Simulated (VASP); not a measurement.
Here is a VASP 6.6.1 calculation.

INCAR

```
PREC = Accurate
ENCUT = 520
EDIFF = 1E-6
ISMEAR = 0
SIGMA = 0.1
LREAL = F
LASPH = T
NELM = 100
ALGO = Fast
ISIF = 2
LWAVE = F
LCHARG = F
LDIPOL = T
IDIPOL = 3
DIPOL = 0.5 0.5 0.316
GGA = PE
NBANDS = 82
```

Contents of KPOINTS:

```
regular mesh
0
Gamma
  5 5 1
```

Contents of POSCAR:

```
Cu12F
1.0
    5.1319544646      0.0000000000      0.0000000000
    0.0000000000      5.1319544646      0.0000000000
    0.0000000000      0.0000000000     19.0279312465
Cu F
12 1
Direct
    0.2500000000      0.2500000000      0.2102172826
    0.2500000000      0.7500000000      0.2102172826
    0.7500000000      0.2500000000      0.2102172826
    0.7500000000      0.7500000000      0.2102172826
    0.0000000000      0.0000000000      0.3029241241
    0.0000000000      0.5000000000      0.3029241241
    0.5000000000      0.0000000000      0.3029241241
    0.5000000000      0.5000000000      0.3029241241
    0.2500000000      0.2500000000      0.3956253125
    0.2500000000      0.7500000000      0.3956253125
    0.7500000000      0.2500000000      0.3956253125
    0.7500000000      0.7500000000      0.3956253125
    0.2500000000      0.5000000000      0.4750590616
```

Potentials or basis: VASP PAW PBE potentials, release 64 (Cu, F).

Launch:

```bash
$ cat potpaw_PBE.64/Cu/POTCAR potpaw_PBE.64/F/POTCAR > POTCAR
$ mpirun -np 1 vasp_std > vasp.out
```

Task: What does it give for the band gap on the k mesh?

Result: Zero (an odd number of electrons rules out a gap without spin polarisation).

Task: What does it give for the largest force?

Result: 0.467 eV/Å.

Forces on the atoms (eV/Å):
```
Cu   0.000  0.044 -0.063
Cu   0.000 -0.044 -0.063
Cu   0.000  0.022 -0.074
Cu   0.000 -0.022 -0.074
Cu   0.198  0.000  0.091
Cu  -0.111  0.000 -0.158
Cu  -0.198  0.000  0.091
Cu   0.111  0.000 -0.158
Cu   0.000 -0.366  0.290
Cu   0.000  0.366  0.290
Cu   0.000 -0.165 -0.123
Cu   0.000  0.165 -0.123
F    0.000  0.000  0.072
```

Caveat: an odd number of electrons without spin polarisation forces a metal; a magnetic or distorted state may lie lower. With open d or f shells a metallic result of PBE can be an artefact of self-interaction; +U or a hybrid may open a gap.
